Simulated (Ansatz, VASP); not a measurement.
This is a calculation of Ti3Al for Ansatz 0.2.0.

The input input.yaml:

```yaml
crystal:
  lattice:
    - [0.0, 3.2743093112, 3.2743093112]
    - [3.2743093112, 0.0, 3.2743093112]
    - [3.2743093112, 3.2743093112, 0.0]
  atoms:
    - { symbol: Ti, position: [0.0, 0.0, 0.0] }
    - { symbol: Ti, position: [0.25, 0.25, 0.25] }
    - { symbol: Ti, position: [0.75, 0.75, 0.75] }
    - { symbol: Al, position: [0.5, 0.5, 0.5] }
hamiltonian:
  xc: pbe
  pseudopotentials: { kind: paw }
kpoints:
  mp_grid: { grid: [7, 7, 7] }
scf:
  occupations: { method: fermi_dirac, width: 0.05 }
output:
  forces: true
  stress: true
  eigenvalues: true
```

Potentials or basis: Ansatz PAW.

Launch:

```sh
$ ansatz run input.yaml --threads 2 --pin off --max-ram 5120MiB --backend cpu --events-out ev --progress --plain --runs-dir out
```

Q: Translate it to VASP 6.6.1. Potentials there: VASP PAW PBE potentials, release 64 (Ti_sv, Al).

A: As run (the cutoff follows the program's own potentials):

Contents of INCAR:

```
PREC = Accurate
ENCUT = 500
EDIFF = 1E-6
ISMEAR = -1
SIGMA = 0.05
LREAL = F
LASPH = T
NELM = 120
ALGO = Normal
ISIF = 2
LWAVE = F
LCHARG = F
GGA = PE
NBANDS = 28
GGA_COMPAT = F
```

KPOINTS

```
regular mesh
0
Gamma
  7 7 7
```

File POSCAR:

```
Ti3Al
1.0
    0.0000000000      3.2743093112      3.2743093112
    3.2743093112      0.0000000000      3.2743093112
    3.2743093112      3.2743093112      0.0000000000
Ti Al
3 1
Direct
    0.0000000000      0.0000000000      0.0000000000
    0.2500000000      0.2500000000      0.2500000000
    0.7500000000      0.7500000000      0.7500000000
    0.5000000000      0.5000000000      0.5000000000
```

Potentials or basis: VASP PAW PBE potentials, release 64 (Ti_sv, Al).

The run is started by

```bash
$ cat potpaw_PBE.64/Ti_sv/POTCAR potpaw_PBE.64/Al/POTCAR > POTCAR
$ mpirun -np 1 vasp_std > vasp.out
```

Both were run:

|  | VASP | Ansatz | Ansatz less VASP |
| --- | --- | --- | --- |
| gap on the k mesh at the Fermi level (eV) | none | none | - |
| pressure (GPa) | -5.1 | -5.0 | +0.14 |

A gap of «none» marks a metal or a gap that the smearing closes. With one functional, cell and mesh, what is left measures potentials, basis and numerics.
